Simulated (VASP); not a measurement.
Crystal: GaAsSe3.

```
Ga As Se
1.0
     4.86425    0.00000    0.00000
    -2.43213    4.21257    0.00000
     0.00000    0.00000    7.67581
Ga As Se
1 1 3
Direct
  0.66667 0.33333 0.22507
  0.33333 0.66667 0.77965
  0.00000 0.00000 0.00449
  0.33333 0.66667 0.36494
  0.66667 0.33333 0.62586
```

The cell was built from a structure type or drawn by symmetry, and may not be a known phase.

| Quantity | Value |
| --- | --- |
| Program | VASP 6.6.1 |
| Task | relaxation of cell and atoms |
| Functional | PBE |
| Potentials or basis | VASP PAW PBE potentials, release 64 (Ga_d, As, Se) |
| Cutoff | 500 eV |
| k mesh | 3 × 3 × 2 |
| Occupations | gaussian, width 0.15 eV |
| Spin | no spin polarisation |

At the start: pressure -8.8 GPa; volume 31.46 Å³/atom.

Q: Where does the relaxation end?

A: Over 23 steps the energy falls by 686.1 meV/atom and the volume is 24.21 Å³/atom (-23.0 %); space group P3m1 (No. 156, to 0.1 Å) before and after.

The path:
```
step  energy change (eV)  largest force (eV/Å)  pressure (GPa)  volume (Å³)
   1              0.0000                0.8339           -8.82       157.28
   2             -1.8195                0.7969           -3.15       120.99
   3             -1.9705                0.8112            0.86       112.25
   4             -2.4879                1.2446            2.90       108.35
   5             -2.6758                1.7054            6.39       104.46
   6             -3.0367                1.1582            2.43       109.64
   7             -3.2007                0.4836           -1.39       116.58
   8             -3.2398                0.4513           -0.81       115.57
   9             -3.2767                0.5491            0.44       113.69
  10             -3.2780                0.5787            0.78       113.22
  11             -3.3302                0.4891            0.71       114.03
  12             -3.3959                0.2290            0.70       116.05
  13             -3.3977                0.3018            0.74       116.45
  14             -3.4143                0.1373           -0.40       119.65
  15             -3.4143                0.1336           -0.47       119.88
  16             -3.4192                0.2190            0.34       119.34
  17             -3.4197                0.1739            0.14       119.46
  18             -3.4234                0.1019            0.10       119.82
  19             -3.4246                0.1087            0.05       120.18
  20             -3.4268                0.0916           -0.04       120.63
  21             -3.4282                0.1496           -0.16       121.25
  22             -3.4298                0.0982            0.07       121.14
  23             -3.4303                0.0579            0.27       121.05
```

Final structure:
```yaml
crystal:
  lattice:
    - [3.84169, 0.00000, 0.00000]
    - [-1.92085, 3.32700, 0.00000]
    - [0.00000, 0.00000, 9.47070]
  atoms:
    - { symbol: Ga, position: [0.66667, 0.33333, 0.18405] }
    - { symbol: As, position: [0.33333, 0.66667, 0.82289] }
    - { symbol: Se, position: [0.00000, 0.00000, 0.00295] }
    - { symbol: Se, position: [0.33333, 0.66667, 0.31336] }
    - { symbol: Se, position: [0.66667, 0.33333, 0.67676] }
```

Caveat: the k points lie up to 0.63 Å⁻¹ apart in the final cell; the volume moved by over 15 % at a fixed basis, so the end points are rough; this functional lacks dispersion, which binds the layers, so the pressure and a relaxed spacing across them are unreliable; the relaxation stopped at a loose force limit of 0.08 eV/Å, so its end isn't a converged minimum.
